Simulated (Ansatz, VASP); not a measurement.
**C: VASP beside Ansatz**

```
C
1.0
     2.51292    0.00000    0.00000
     0.00000    2.51292    0.00000
     0.00000    0.00000   27.43833
C
15
Cartesian
  0.0000 1.2565 7.5000
  0.0000 0.0000 8.3885
  1.2565 0.0000 9.2769
  1.2565 1.2565 10.1654
  0.0000 1.2565 11.0538
  0.0000 0.0000 11.9423
  1.2565 0.0000 12.8307
  1.2565 1.2565 13.7192
  0.0000 1.2565 14.6076
  0.0000 0.0000 15.4961
  1.2565 0.0000 16.3845
  1.2565 1.2565 17.2730
  0.0000 1.2565 18.1614
  0.0000 0.0000 19.0499
  1.2565 0.0000 19.9383
```

Alike in both runs: task single point; functional PBEsol; k mesh 11 × 11 × 1; occupations gaussian, width 0.5 eV; no spin polarisation.

|  | VASP | Ansatz |
| --- | --- | --- |
| version | VASP 6.6.1 | Ansatz 0.2.0 |
| potentials or method | VASP PAW PBE potentials, release 64 (C), cutoff 520 eV | scalar-relativistic, plane waves, PAW |
| valence electrons in the cell | 60 | 60 |

Ansatz gave:

| Property | Result |
| --- | --- |
| gap on the k mesh at the Fermi level (eV) | none |
| rms of the force components (eV/Å) | 0.717 |

Problem. What did VASP give for the same quantities?

Solution. gap on the k mesh at the Fermi level (eV): none; rms of the force components (eV/Å): 0.710.

VASP's potentials were made for PBE, not for PBEsol. Atom by atom the forces differ by 0.011 eV/Å (rms over components). A gap of «none» marks a metal or a gap that the smearing closes.
